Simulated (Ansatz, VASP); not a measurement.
**One calculation of Mg5O, two programs**

INCAR

```
SYSTEM = Mg5O
PREC = Accurate
ENCUT = 520
EDIFF = 1E-7
ISMEAR = 0
SIGMA = 0.1
LREAL = .FALSE.
LASPH = .TRUE.
NELM = 80
ALGO = Normal
ISIF = 2
LWAVE = .FALSE.
LCHARG = .FALSE.
GGA = PE
NBANDS = 17
```

Contents of KPOINTS:

```
Automatic mesh
0
G
  6 6 4
  0 0 0
```

Contents of POSCAR:

```
Mg5O
1.0
    4.5852991200      0.0000000000      0.0000000000
   -2.2926495600      3.9709855200      0.0000000000
    0.0000000000      0.0000000000      5.6016324600
Mg O
5 1
Direct
    0.6044032200      0.0000000000      0.5000000000
    0.0000000000      0.6044032200      0.5000000000
    0.3955967800      0.3955967800      0.5000000000
    0.0000000000      0.0000000000      0.7472294900
    0.0000000000      0.0000000000      0.2527705100
    0.0000000000      0.0000000000      0.0000000000
```

Input for Ansatz:

```yaml
crystal:
  lattice:
    - [4.58529912, 0.0, 0.0]
    - [-2.29264956, 3.97098552, 0.0]
    - [0.0, 0.0, 5.60163246]
  atoms:
    - { symbol: Mg, position: [0.60440322, 0.0, 0.5] }
    - { symbol: Mg, position: [0.0, 0.60440322, 0.5] }
    - { symbol: Mg, position: [0.39559678, 0.39559678, 0.5] }
    - { symbol: Mg, position: [0.0, 0.0, 0.74722949] }
    - { symbol: Mg, position: [0.0, 0.0, 0.25277051] }
    - { symbol: O, position: [0.0, 0.0, 0.0] }
basis:
  ecutwfc: 420
kpoints:
  mp_grid: { grid: [6, 6, 4] }
hamiltonian:
  xc: pbe
scf:
  occupations: { method: gaussian, width: 0.1 }
  lower_state_search: "off"
output:
  forces: true
  stress: true
  eigenvalues: true
```

Alike in both runs: task single point; functional PBE; k mesh 6 × 6 × 4; occupations gaussian, width 0.1 eV; no spin polarisation.

|  | VASP | Ansatz |
| --- | --- | --- |
| version | VASP 6.6.1 | Ansatz 0.2.0 |
| potentials or method | VASP PAW PBE potentials, release 64 (Mg, O), cutoff 520 eV | scalar-relativistic, plane waves, PAW |
| valence electrons in the cell | 16 | 56 |

|  | VASP | Ansatz | Ansatz less VASP |
| --- | --- | --- | --- |
| gap on the k mesh at the Fermi level (eV) | none | none | - |
| rms of the force components (eV/Å) | 5.570 | 5.289 | -0.2812 |

Atom by atom the forces differ by 0.283 eV/Å (rms over components). A gap of «none» marks a metal or a gap that the smearing closes. VASP's potentials hold 16 valence electrons a cell and Ansatz's 56, so a difference there can come from the potentials and not from the codes.
